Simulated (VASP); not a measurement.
Write the native input for VASP 6.6.1 that does the following.

| Property | Result |
| --- | --- |
| Task | single point |
| Functional | PBE |
| Potentials or basis | VASP PAW PBE potentials, release 64 (Mg, S) |
| Cutoff | 520 eV |
| k mesh | 6 × 6 × 4 |
| Occupations | gaussian, width 0.1 eV |
| Spin | no spin polarisation |
| Dipole correction | no |
| Further INCAR settings | ALGO = Normal; EDIFF = 1e-06; NBANDS = 15 |

The structure of Mg4S lies in POSCAR:

```
Mg4S
1.0
    4.8481504000      0.0000000000      0.0000000000
   -2.4240752000      4.1986214100      0.0000000000
    0.0000000000      0.0000000000      5.1171445700
Mg S
4 1
Direct
    0.3333333300      0.6666666700      0.5000000000
    0.6666666700      0.3333333300      0.5000000000
    0.3333333300      0.6666666700      0.0000000000
    0.6666666700      0.3333333300      0.0000000000
    0.0000000000      0.0000000000      0.0000000000
```

These files were run (other wordings do the same):

INCAR

```
SYSTEM = Mg4S
PREC     = Accurate       ! precision mode
ENCUT    = 520            ! plane-wave cutoff, eV
EDIFF    = 1E-6           ! SCF threshold, eV
ISMEAR   = 0              ! smearing method
SIGMA    = 0.1            ! smearing width, eV
LREAL    = .False.        ! projectors in reciprocal space
LASPH    = .True.         ! aspherical terms in the spheres
NELM     = 80             ! most SCF steps
ALGO     = Normal         ! electronic algorithm
ISIF     = 2              ! what is computed and relaxed
LWAVE    = .False.        ! write WAVECAR
LCHARG   = .True.         ! write CHGCAR
GGA      = PE             ! functional
LELF     = .True.         ! ELF
LVHAR    = .True.       
NBANDS   = 15             ! bands
```

KPOINTS

```
regular mesh
0
Gamma
  6 6 4
  0 0 0
```

Potentials or basis: VASP PAW PBE potentials, release 64 (Mg, S).

Run with:

```bash
$ cat potpaw_PBE.64/Mg/POTCAR potpaw_PBE.64/S/POTCAR > POTCAR
$ mpirun -np 1 vasp_std > vasp.out
```

It gave:

* Pressure: 10.3 GPa
* Band gap on the k mesh: zero (band 7 reaches 4.41 eV, above the bottom of band 8 at 3.36 eV)

It took 18 s on 1 thread of Intel Xeon 6975P-C (shared host), peak memory 0.22 GiB.
